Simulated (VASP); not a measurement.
Set up this calculation in VASP 6.6.1, as the native input.

```
Task                   : relaxation of cell and atoms
Functional             : LDA
Potentials or basis    : VASP PAW LDA potentials, release 64 (Ti_sv)
Cutoff                 : 600 eV
k mesh                 : 17 × 17 × 17
Occupations            : fermi-dirac, width 0.05 eV
Spin                   : no spin polarisation
Target pressure        : 17 GPa
Dipole correction      : no
Further INCAR settings : ALGO = Normal; EDIFF = 1e-07; IBRION = 2; EDIFFG = -0.005; NSW = 32; ISIF = 3
```

The structure of Ti lies in POSCAR:

```
Ti
1.0
    0.0000000000      1.9256460978      1.9256460978
    1.9256460978      0.0000000000      1.9256460978
    1.9256460978      1.9256460978      0.0000000000
Ti
1
Direct
    0.0000000000      0.0000000000      0.0000000000
```

One way to write it, as run:

INCAR

```
PREC = Accurate
ENCUT = 600
EDIFF = 1E-7
ISMEAR = -1
SIGMA = 0.05
LREAL = False
LASPH = True
NELM = 100
ALGO = Normal
ISIF = 3
LWAVE = False
LCHARG = False
IBRION = 2
NSW = 32
EDIFFG = -0.005
PSTRESS = 170.0
```

KPOINTS

```
regular mesh
0
Gamma
  17 17 17
```

Potentials or basis: VASP PAW LDA potentials, release 64 (Ti_sv).

Launch:

```console
$ cat potpaw_LDA.64/Ti_sv/POTCAR > POTCAR
$ mpirun -np 1 vasp_std > vasp.out
```

It gave:

| Property | Result |
| --- | --- |
| Relaxed volume | 14.25 Å³/atom |
| Relaxed cell | a = 2.721 Å, b = 2.721 Å, c = 2.721 Å, α = 60.00°, β = 60.00°, γ = 60.00° |
| Space group after relaxing (to 0.05 Å) | Fm-3m (No. 225) |
| Energy change on relaxing (the enthalpy is what falls) | +3.4 meV/atom |
| Ionic steps | 3 |
| Pressure after relaxing | 17.0 GPa |
| Band gap on the k mesh | zero (band 6 reaches 11.20 eV, above the bottom of band 7 at 9.72 eV) |

Caveat: the cell is relaxed towards a set pressure, so the enthalpy falls and the energy may rise.

Wall time 22 s on 1 thread of Intel(R) Xeon(R) 6975P-C (Granite Rapids) (shared host), peak memory 0.16 GiB.
